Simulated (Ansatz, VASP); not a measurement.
## Two plane-wave programs on AlN

```
Al N
1.0
     3.26655    0.00000    0.00000
    -1.63328    2.82892    0.00000
     0.00000    0.00000    4.97800
Al N
2 2
Direct
  0.33333 0.66667 0.00000
  0.66667 0.33333 0.50000
  0.33333 0.66667 0.38500
  0.66667 0.33333 0.88500
```

Change from the starting cell: strain +0.050 along x and y, +0.000 along z, atoms carried along.

Alike in both runs: task single point; functional PBE; k mesh 9 × 9 × 6; occupations gaussian, width 0.05 eV; no spin polarisation.

|  | VASP | Ansatz |
| --- | --- | --- |
| version | VASP 6.6.1 | Ansatz 0.2.0 |
| potentials or method | VASP PAW PBE potentials, release 64 (Al, N), cutoff 520 eV | scalar-relativistic, plane waves, PAW |
| valence electrons in the cell | 16 | 16 |

Ansatz gave:

- gap on the k mesh at the Fermi level (eV): 3.22
- least direct gap on the mesh (eV): 3.22
- pressure (GPa): -12.9
- traceless stress, the component that is largest in VASP (GPa): 9.75
- rms of the force components (eV/Å): 0.124

Q: Estimate VASP's values.

A: gap on the k mesh at the Fermi level (eV): 3.22; least direct gap on the mesh (eV): 3.22; pressure (GPa): -13.2; traceless stress, the component that is largest in VASP (GPa): 9.84; rms of the force components (eV/Å): 0.124.

Atom by atom the forces differ by 0.000 eV/Å (rms over components).
